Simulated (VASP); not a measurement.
Bi, 1 atom in the cell. It takes space group Im-3m (No. 229, cubic). Conventional cell: a = 3.138 Å, b = 3.138 Å, c = 3.138 Å, α = 90.00°, β = 90.00°, γ = 90.00°. Within 3.6 Å of Bi (site symmetry m-3m) lie 14 Bi at 2.72 to 3.14 Å. This isn't the form of Bi at room conditions, which is rhombohedral.

```yaml
Program: VASP 6.6.1
Task: relaxation of cell and atoms
Functional: LDA
Potentials_or_basis: VASP PAW LDA potentials, release 64 (Bi_d)
Cutoff: 600 eV
k_mesh: 20 × 20 × 20
Occupations: gaussian, width 0.05 eV
Spin: no spin polarisation
Target_pressure: 258.69 GPa
Dipole_correction: no
Further_INCAR_settings: ALGO = Normal; EDIFF = 1e-06; IBRION = 2; EDIFFG = -0.01; NSW = 80; ISIF = 3
```

Potentials or basis: VASP PAW LDA potentials, release 64 (Bi_d).

Command:

```bash
$ cat potpaw_LDA.64/Bi_d/POTCAR > POTCAR
$ mpirun -np 1 vasp_std > vasp.out
```

Hardware: 1 thread of Intel(R) Xeon(R) 6975P-C (Granite Rapids), on a shared host.

**Question.** How long does it take, and how much memory?

**Answer.** It took 110 s on 1 thread of Intel(R) Xeon(R) 6975P-C (Granite Rapids), with other jobs on the host, peak memory 0.2 GiB. Counts: scf iterations 83, k points 256, ion steps 19.
